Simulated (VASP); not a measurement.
NiO:

```
CELL_PARAMETERS angstrom
0.00000 2.11335 2.11335
2.11335 0.00000 2.11335
2.11335 2.11335 0.00000
ATOMIC_POSITIONS crystal
Ni 0.00000 0.00000 0.00000
O 0.50000 0.50000 0.50000
```

This cell differs from its parent crystal: volume scaled by 1.04.

Base run:

| Property | Result |
| --- | --- |
| Program | VASP 6.6.1 |
| Functional | PBEsol |
| Potentials or basis | VASP PAW PBE potentials, release 64 (Ni, O) |
| Cutoff | 520 eV |
| k mesh | 11 × 11 × 11 |
| Occupations | fermi-dirac, width 0.05 eV |
| Spin | collinear spin, ferromagnetic start |
| Starting moments | [1.0, 0.0] μB |

Its results: pressure -13.2 GPa; net moment 1.51 μB per cell; site moments Ni +1.25; O +0.22 μB.

**Question.** The run is repeated on the same cell with these changes: functional from PBEsol to revPBE. What comes out?

**Answer.** Pressure 3.6 GPa; net moment 1.85 μB per cell; site moments Ni +1.52; O +0.29 μB.

revPBE binds less tightly than PBEsol, so the same cell stands under more pressure.

Caveats: the PAW data sets were made with another functional, which shifts forces and pressure a little; a cell with one magnetic atom can't hold antiferromagnetic order, which such compounds often take.
